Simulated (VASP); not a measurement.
Wanted: the native input for a VASP 6.6.1 run.

```
Task                   : single point
Functional             : PBEsol
Dispersion             : D3(BJ)
Potentials or basis    : VASP PAW PBE potentials, release 64 (Mo_sv, S)
Cutoff                 : 520 eV
k mesh                 : 14 × 14 × 3
Occupations            : gaussian, width 0.15 eV
Spin                   : no spin polarisation
Dipole correction      : no
Further INCAR settings : ALGO = Fast; EDIFF = 1e-07; NBANDS = 49
```

The structure of MoS2 lies in POSCAR:

```
MoS2
1.0
   -3.0798097231      0.0000000000      0.0000000000
   -1.5399048616     -2.6671934590      0.0000000000
   -2.7718287508     -1.6003160754     18.8911508765
Mo S
3 6
Direct
    0.5746253042      0.5746253042      0.1534022707
    0.5397195400     -0.4602804600      0.7671341000
    0.0571724221      0.0571724221      0.4602681854
    0.1552592819      0.1552592819      0.8523456413
    0.6727121640     -0.3272878360      0.5454797266
    0.1901650461      0.1901650461      0.2386138120
    0.4416326802      0.4416326802      0.3750566441
    0.9590855623     -0.0409144377      0.0681907294
   -0.0758202019     -0.0758202019      0.6819225587
```

This cell differs from its parent crystal: the part above a cut slid along it.

One way to write it, as run:

INCAR

```
PREC = Accurate ; ENCUT = 520
EDIFF = 1E-7 ; ISMEAR = 0
SIGMA = 0.15 ; LREAL = False
LASPH = True ; NELM = 60
ALGO = Fast ; ISIF = 2
LWAVE = False ; LCHARG = False
GGA = PS ; IVDW = 12
NBANDS = 49
```

KPOINTS

```
Automatic mesh
0
Gamma
  14 14 3
```

Potentials or basis: VASP PAW PBE potentials, release 64 (Mo_sv, S).

Run with:

```sh
$ cat potpaw_PBE.64/Mo_sv/POTCAR potpaw_PBE.64/S/POTCAR > POTCAR
$ mpirun -np 1 vasp_std > vasp.out
```

Results of the run:

- Pressure: -0.2 GPa
- Largest force: 0.137 eV/Å
- Band gap on the k mesh: zero (bands 39 and 40 overlap by 0.45 eV)
- Dispersion energy per atom: -0.384 eV

Caveat: the cell differs from its parent crystal (the part above a cut slid along it); the PAW data sets were made with another functional, which shifts forces and pressure a little.

Run time: 30 min on 1 thread of Oxide Virtual Turin-like Processor, on a shared host, peak memory 0.88 GiB.
